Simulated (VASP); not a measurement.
Input of a VASP 6.6.1 run:

File INCAR:

```
PREC     = Accurate       # precision mode
ENCUT    = 520            # plane-wave cutoff, eV
EDIFF    = 1E-7           # SCF threshold, eV
ISMEAR   = 0              # smearing method
SIGMA    = 0.02           # smearing width, eV
LREAL    = False          # projectors in reciprocal space
LASPH    = True           # aspherical terms in the spheres
NELM     = 100            # most SCF steps
ALGO     = Normal         # electronic algorithm
ISIF     = 2              # what is computed and relaxed
LWAVE    = False          # write WAVECAR
LCHARG   = False          # write CHGCAR
GGA      = PS             # functional
NBANDS   = 22             # bands
```

The input KPOINTS:

```
Automatic mesh
0
Gamma
  8 8 4
```

POSCAR

```
Cl
1.0
    3.3774650924     -1.9266744436      0.0000000000
    3.3774650924      1.9266744436      0.0000000000
    0.0000000000      0.0000000000      7.9799060493
Cl
4
Direct
    0.8719878790      0.1280121210      0.1114964230
    0.6280121210      0.3719878790      0.6114964230
    0.1280121210      0.8719878790      0.8885035770
    0.3719878790      0.6280121210      0.3885035770
```

Potentials or basis: VASP PAW PBE potentials, release 64 (Cl).

Launch:

```bash
$ cat potpaw_PBE.64/Cl/POTCAR > POTCAR
$ mpirun -np 1 vasp_std > vasp.out
```

(1) What does it give for the band gap on the k mesh?

(2) Predict the largest force.

(3) Predict the pressure.

Results:

(1) 2.04 eV.

(2) 0.145 eV/Å.

(3) -0.1 GPa.

Caveat: this functional lacks dispersion, which holds the molecules together, so the pressure and a relaxed volume are unreliable; the PAW data sets were made with another functional, which shifts forces and pressure a little.
